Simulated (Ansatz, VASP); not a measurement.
**One calculation of P, two programs**

```
CELL_PARAMETERS angstrom
3.31865 0.00000 0.00000
0.00000 4.57612 0.00000
0.00000 0.00000 27.91600
ATOMIC_POSITIONS crystal
P 0.50000 0.58689 0.34229
P 0.00000 0.91311 0.34229
P 0.50000 0.41311 0.26668
P 0.00000 0.08689 0.26668
```

Change from the starting cell: species swapped into a sheet of the P type.

Alike in both runs: functional PBE; k mesh 6 × 4 × 1; occupations gaussian, width 0.1 eV; no spin polarisation.

Ansatz relaxed the structure, and its values are those at the end. VASP's run is a single point on that final structure, the one shown.

|  | VASP | Ansatz |
| --- | --- | --- |
| version | VASP 6.6.1 | Ansatz 0.2.0 |
| potentials or method | VASP PAW PBE potentials, release 64 (P), cutoff 520 eV | scalar-relativistic, plane waves, PAW |
| valence electrons in the cell | 20 | 20 |

Ansatz gave:

| Property | Result |
| --- | --- |
| gap on the k mesh at the Fermi level (eV) | 0.91 |
| least direct gap on the mesh (eV) | 0.91 |
| rms of the force components (eV/Å) | 0.021 |

Problem. Estimate VASP's values.

Solution. gap on the k mesh at the Fermi level (eV): 0.92; least direct gap on the mesh (eV): 0.92; rms of the force components (eV/Å): 0.046.

With one functional, cell and mesh, what is left measures potentials, basis and numerics. Ansatz's warnings: slab cell height set.
